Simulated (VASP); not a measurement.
A run of VASP 6.6.1 is set up as follows.

INCAR

```
  ALGO = Normal
  EDIFF = 1E-7
  ENCUT = 520
  GGA = PE
  ISIF = 2
  ISMEAR = -1
  LASPH = T
  LCHARG = T
  LELF = T
  LREAL = F
  LVHAR = T
  LWAVE = F
  NBANDS = 48
  NELM = 100
  PREC = Accurate
  SIGMA = 0.1
```

The input KPOINTS:

```
k-points
0
Gamma
  5 5 5
```

Contents of POSCAR:

```
Sr2RePdO6
1.0
    0.0000000000      5.5995780000      0.0000000000
    5.5995780000      0.0000000000      0.0000000000
    2.7997890000      2.7997890000     -3.9977730000
Re Pd O Sr
1 1 6 2
Direct
    0.5000000000      0.5000000000      0.0000000000
    0.0000000000      0.0000000000      0.0000000000
    0.2277000000      0.2861000000      0.0000000000
    0.2861000000      0.7723000000      0.0000000000
    0.7723000000      0.7139000000      0.0000000000
    0.7139000000      0.2277000000      0.0000000000
    0.2571000000      0.2571000000      0.4858000000
    0.7429000000      0.7429000000      0.5142000000
    0.7500000000      0.2500000000      0.5000000000
    0.2500000000      0.7500000000      0.5000000000
```

Potentials or basis: VASP PAW PBE potentials, release 64 (Re, Pd, O, Sr_sv).

The run is started by

```console
$ cat potpaw_PBE.64/Re/POTCAR potpaw_PBE.64/Pd/POTCAR potpaw_PBE.64/O/POTCAR potpaw_PBE.64/Sr_sv/POTCAR > POTCAR
$ mpirun -np 1 vasp_std > vasp.out
```

Task: Predict the pressure.

Result: 10.1 GPa.

Task: Estimate the largest force.

Result: 1.216 eV/Å.

Task: Estimate the band gap on the k mesh.

Result: Zero (an odd number of electrons rules out a gap without spin polarisation).

Forces in eV/Å, atoms in the order of the input:
```
Re   0.000  0.000  0.000
Pd   0.000  0.000  0.000
O    1.092  0.310  0.000
O   -0.310  1.092  0.000
O   -1.092 -0.310  0.000
O    0.310 -1.092  0.000
O    0.000  0.000  1.216
O    0.000  0.000 -1.216
Sr   0.000  0.000  0.000
Sr   0.000  0.000  0.000
```

Caveat: the cell stands under pressure; spin-orbit coupling is left out, which moves the levels of the heavy elements; an odd number of electrons without spin polarisation forces a metal; a magnetic or distorted state may lie lower.
